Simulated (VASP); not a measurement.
Mg2Ga2O3, 7 atoms in the cell. Symmetry: P-3m1, No. 164, trigonal system. The conventional cell has a = 3.150 Å, b = 3.150 Å, c = 10.083 Å, α = 90.00°, β = 90.00°, γ = 120.00°. Within 2.8 Å of Mg (site symmetry 3m) lie 6 O at 2.11 to 2.19 Å. Ga (site symmetry 3m) has 1 O at 1.81 Å within 2.4 Å. Within 2.4 Å of O (site symmetry 3m) lie 1 Ga at 1.81 Å and 3 Mg at 2.11 Å. Within 3.0 Å of O (site symmetry -3m) lie 6 Mg at 2.19 Å and 6 O at 2.92 Å. The cell was generated, and may not be a known phase.

| Quantity | Value |
| --- | --- |
| Program | VASP 6.6.1 |
| Task | single point |
| Functional | PBE |
| Potentials or basis | VASP PAW PBE potentials, release 64 (Mg, Ga_d, O) |
| Cutoff | 520 eV |
| k mesh | 12 × 12 × 4 |
| Occupations | gaussian, width 0.1 eV |
| Spin | no spin polarisation |
| Dipole correction | no |
| Further INCAR settings | ALGO = Normal; EDIFF = 1e-06; NBANDS = 33 |

Potentials or basis: VASP PAW PBE potentials, release 64 (Mg, Ga_d, O).

The run is started by

```console
$ cat potpaw_PBE.64/Mg/POTCAR potpaw_PBE.64/Ga_d/POTCAR potpaw_PBE.64/O/POTCAR > POTCAR
$ mpirun -np 1 vasp_std > vasp.out
```

Hardware: 1 thread of AMD EPYC 9R45 96-Core Processor (Zen 5), on a shared host.

Task: How long does it take, and how much memory?

Result: It took 99 s on 1 thread of AMD EPYC 9R45 96-Core Processor (Zen 5) (shared host), peak memory 0.29 GiB. Counts: scf iterations 15, k points 69.
